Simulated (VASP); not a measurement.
# Hg in VASP: single point with revPBE

Aim: the single point of Hg with revPBE.

Everything below comes from runs of VASP 6.6.1. Logs are shortened: lines on timing, memory, paths and dates and some standing lists are left out, and cuts for length are marked.

**1. The cell of the first run**

The cell holds a single atom in a box, 1 atom: a = 14.000 Å, b = 14.400 Å, c = 14.800 Å, α = 90.00°, β = 90.00°, γ = 90.00°.

**2. Single point, revPBE, collinear spin**

Input file INCAR:

```
PREC = Accurate ; ENCUT = 520
EDIFF = 1E-6 ; ISMEAR = -1
SIGMA = 0.01 ; LREAL = F
LASPH = T ; NELM = 150
ALGO = Normal ; ISIF = 2
LWAVE = F ; LCHARG = F
ISPIN = 2 ; MAGMOM = 2
LORBIT = 11 ; GGA = RE
ISYM = 0 ; NBANDS = 16
```

Input file KPOINTS:

```
regular mesh
0
Gamma
  1 1 1
```

Input file POSCAR:

```
Hg
1.0
   14.0000000000      0.0000000000      0.0000000000
    0.0000000000     14.4000000000      0.0000000000
    0.0000000000      0.0000000000     14.8000000000
Hg
1
Direct
    0.5000000000      0.5000000000      0.5000000000
```

Potentials or basis: VASP PAW PBE potentials, release 64 (Hg).

The run is started by

```sh
> cat potpaw_PBE.64/Hg/POTCAR > POTCAR
> mpirun -np 1 vasp_gam > vasp.out
```

OUTCAR:

```text
PREC = Accurate
   ENCUT = 520
   EDIFF = 1E-6
   ISMEAR = -1
   LREAL = F
   LASPH = T
   NELM = 150
   ISIF = 2
   ISPIN = 2
   LORBIT = 11
   GGA = RE
   ISYM = 0

 ion  position               nearest neighbor table
   1  0.500  0.500  0.500-

IMPORTANT INFORMATION: All symmetrisations will be switched off!
NOSYMM: (Re-)initialisation of all symmetry stuff for point group C_1.

----------------------------------------------------------------------------------------

                                     Primitive cell

  volume of cell :    2983.6800

  direct lattice vectors                    reciprocal lattice vectors
    14.000000000  0.000000000  0.000000000     0.071428571  0.000000000  0.000000000
     0.000000000 14.400000000  0.000000000     0.000000000  0.069444444  0.000000000
     0.000000000  0.000000000 14.800000000     0.000000000  0.000000000  0.067567568

  length of vectors
    14.000000000 14.400000000 14.800000000     0.071428571  0.069444444  0.067567568

  position of ions in fractional coordinates (direct lattice)
     0.500000000  0.500000000  0.500000000

  ion indices of the primitive-cell ions
   primitive index   ion index
                 1           1

----------------------------------------------------------------------------------------

 KPOINTS: regular mesh

Automatic generation of k-mesh.
 Grid dimensions read from file:
 generate k-points for:    1    1    1

 Generating k-lattice:

  Cartesian coordinates                     Fractional coordinates (reciprocal lattice)
     0.071428571  0.000000000  0.000000000     1.000000000  0.000000000  0.000000000
     0.000000000  0.069444444  0.000000000     0.000000000  1.000000000  0.000000000
     0.000000000  0.000000000  0.067567568     0.000000000  0.000000000  1.000000000

  Length of vectors
     0.071428571  0.069444444  0.067567568

  Shift w.r.t. Gamma in fractional coordinates (k-lattice)
     0.000000000  0.000000000  0.000000000

 Subroutine IBZKPT returns following result:
 ===========================================

 Found      1 irreducible k-points:

 Following reciprocal coordinates:
            Coordinates               Weight
  0.000000  0.000000  0.000000      1.000000
   k-points           NKPTS =      1   k-points in BZ     NKDIM =      1   number of bands    NBANDS=     16
   number of dos      NEDOS =    301   number of ions     NIONS =      1
   total plane-waves  NPLWV = ******
   dimension x,y,z NGX =   108 NGY =  108 NGZ =  112
   dimension x,y,z NGXF=   216 NGYF=  216 NGZF=  224
   ions per type =               1
   NGX,Y,Z   is equivalent  to a cutoff of  12.82, 12.47, 12.58 a.u.
   NGXF,Y,Z  is equivalent  to a cutoff of  25.65, 24.94, 25.16 a.u.
 SYSTEM =  unknown system
   PREC   = accura    normal or accurate (medium, high low for compatibility)
   ISTART =      0    job   : 0-new  1-cont  2-samecut
   ICHARG =      2    charge: 1-file 2-atom 10-const
   ISPIN  =      2    spin polarized calculation?
   LNONCOLLINEAR =      F non collinear calculations
   LSORBIT =      F    spin-orbit coupling
   LASPH  =      T    aspherical Exc in radial PAW
   ENCUT  =  520.0 eV  38.22 Ry    6.18 a.u.  26.03 26.77 27.52*2*pi/ulx,y,z
   NELM   =    150;   NELMIN=  2; NELMDL= -5     # of ELM steps
   EDIFF  = 0.1E-05   stopping-criterion for ELM
   LREAL  =      F    real-space projection
   EDIFFG = 0.1E-04   stopping-criterion for IOM
   NSW    =      0    number of steps for IOM
   IBRION =     -1    ionic relax: 0-MD 1-quasi-New 2-CG
   NFREE  =      0    steps in history (QN), initial steepest desc. (CG)
   ISIF   =      2    stress and relaxation
   ISYM   =      0    0-nonsym 1-usesym 2-fastsym
   POTIM  = 0.5000    time-step for ionic-motion
   TEBEG  =    0.0;   TEEND  =   0.0 temperature during run
   PSTRESS=    0.0 pullay stress
   NELECT =      12.0000    total number of electrons
   NUPDOWN=      -1.0000    fix difference up-down
   EMIN   =  10.00;   EMAX   =-10.00  energy-range for DOS
   EFERMI =   0.00;   METHOD = LEGACY
   ISMEAR =    -1;   SIGMA  =   0.01  broadening in eV -4-tet -1-fermi 0-gaus
   EFERMI_NEDOS =   21; number of points for ismear=-14 and -15
   IALGO  =     38    algorithm
   IMIX   =      4    mixing-type and parameters
     AMIX     =   0.40;   BMIX     =  1.00
     AMIX_MAG =   1.60;   BMIX_MAG =  1.00
  volume/ion in A,a.u.               =    2983.68     20134.87
  Fermi-wavevector in a.u.,A,eV,Ry     =   0.260346  0.491983  0.922205  0.067780
  Thomas-Fermi vector in A             =   1.088001
   LORBIT       =     11    0 simple, 1 ext, 2 COOP (PROOUT), +10 PAW based schemes
   GGA     = RE    functional components
   LHFCALC =     F    Hartree Fock is set to
   AEXX    =    0.0000 exact exchange contribution
   IVDW    =     0    specifies the selected vdW correction
   LEPSILON=     F    determine dielectric tensor
   LRPA    =     F    only Hartree local field effects (RPA)
 spin polarized calculation
  energy-cutoff  :      520.00
  volume of cell :     2983.68
 maximum number of plane-waves:     40220
 NGX is ok and might be reduce to   108
   NGX = 53   NGY = 53   NGZ = 55

 number of electron      12.0000002 magnetization       0.0000199

 number of electron      12.0000002 magnetization      -0.0000084

 Free energy of the ion-electron system (eV)
  ---------------------------------------------------
  ext. energy  EPLUGINS =         0.00000000
  ---------------------------------------------------
  free energy    TOTEN  =        -0.00837134 eV

  energy without entropy =       -0.00837134  energy(sigma->0) =       -0.00837134

 E-fermi :  -6.3986     XC(G=0):  -0.3476

 val. band max:       -6.6655219829   @ k =   0.0000   0.0000   0.0000
 cond. band min:      -0.9486165099   @ k =   0.0000   0.0000   0.0000
 fundamental gap:      5.7169054730
 Fermi energy:        -6.3985579685

 spin component 1

 k-point     1 :       0.0000    0.0000    0.0000
  band No.  band energies     occupation
      1      -9.7479      1.00000
      2      -9.7479      1.00000
      3      -9.7479      1.00000
      4      -9.7479      1.00000
      5      -9.7479      1.00000
      6      -6.6655      1.00000
[... 8 lines left out ...]
     15       0.7862      0.00000
     16       0.8281      0.00000
 Fermi energy:        -6.3985579685

 spin component 2

 k-point     1 :       0.0000    0.0000    0.0000
  band No.  band energies     occupation
      1      -9.7479      1.00000
      2      -9.7479      1.00000
      3      -9.7479      1.00000
      4      -9.7479      1.00000
      5      -9.7479      1.00000
      6      -6.6655      1.00000
[... 8 lines left out ...]
     15       0.7796      0.00000
     16       0.8223      0.00000

------------------------ aborting loop because EDIFF is reached ----------------------------------------

  FORCE on cell =-STRESS in cart. coord.  units (eV):
  Direction    XX          YY          ZZ          XY          YZ          ZX
  --------------------------------------------------------------------------------------
  -------------------------------------------------------------------------------------
  Total       -0.0161065     -0.0161612     -0.0161430     -0.0000000      0.0000000      0.0000000
  in kB       -0.0086489     -0.0086782     -0.0086685     -0.0000000      0.0000000      0.0000000
  external PRESSURE =      -0.0086652 kB  Pullay stress =       0.0000000 kB

 VOLUME and BASIS-vectors are now :
 -----------------------------------------------------------------------------
  energy-cutoff  :      520.00
  volume of cell :     2983.68
      direct lattice vectors                 reciprocal lattice vectors
    14.000000000  0.000000000  0.000000000     0.071428571  0.000000000  0.000000000
     0.000000000 14.400000000  0.000000000     0.000000000  0.069444444  0.000000000
     0.000000000  0.000000000 14.800000000     0.000000000  0.000000000  0.067567568

 POSITION                                       TOTAL-FORCE (eV/Angst)
 -----------------------------------------------------------------------------------
      7.00000      7.20000      7.40000        -0.000000      0.000000     -0.000000
 -----------------------------------------------------------------------------------
    total drift:                               -0.000000      0.000000     -0.000000

  FREE ENERGIE OF THE ION-ELECTRON SYSTEM (eV)
  ---------------------------------------------------
  free  energy   TOTEN  =        -0.0083713427 eV

  energy  without entropy=       -0.0083713427  energy(sigma->0) =       -0.00837134

 total charge

# of ion       s       p       d       tot
------------------------------------------
    1        1.066   0.000   9.380  10.446

 magnetization (x)

# of ion       s       p       d       tot
------------------------------------------
    1       -0.000   0.000   0.000  -0.000
```

It took 11 min on 1 thread of Intel Xeon Platinum 8175M at 2.50GHz (Skylake/Cascade Lake), shared host; peak memory 2.7 GiB.

What came out:

```
Free energy                                           : -0.0084 eV
Pressure                                              : 0.0 GPa
Band gap on the k mesh                                : 5.72 eV
Net moment                                            : 0.00 μB per cell
Valence electrons inside the program's atomic spheres : Hg 10.45
```

Caveat: the PAW data sets were made with another functional, which shifts forces and pressure a little; spin-orbit coupling is left out, which moves the levels of the heavy elements.
